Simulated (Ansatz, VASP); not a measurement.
# AlAs: VASP beside Ansatz

```
Al As
1.0
     0.00000    2.83893    2.83893
     2.83893    0.00000    2.83893
     2.83893    2.83893    0.00000
Al As
1 1
Direct
  0.00000 0.00000 0.00000
  0.25000 0.25000 0.25000
```

Alike in both runs: task single point; functional PBE-based screened hybrid; k mesh 4 × 4 × 4; no spin polarisation.

|  | VASP | Ansatz |
| --- | --- | --- |
| version | VASP 6.6.1 | Ansatz 0.2.0 |
| potentials or method | VASP PAW PBE potentials, release 64 (Al, As) | plane waves |
| plane-wave cutoff (eV) | 400 | 420 |
| occupations | gaussian, width 0.01 eV | fixed |
| valence electrons in the cell | 8 | 18 |

```csv
,VASP,Ansatz,Ansatz less VASP
gap on the k mesh at the Fermi level (eV),4.63,4.49,-0.141
pressure (GPa),-4.5,-2.8,+1.64
```

VASP's potentials were made for PBE, not for PBE-based screened hybrid. VASP's potentials hold 8 valence electrons a cell and Ansatz's 18, so a difference there can come from the potentials and not from the codes. Ansatz's warnings: stress exchange threshold loose, stress scf threshold loose.

The k mesh is coarse, so the values compare programs but aren't converged.
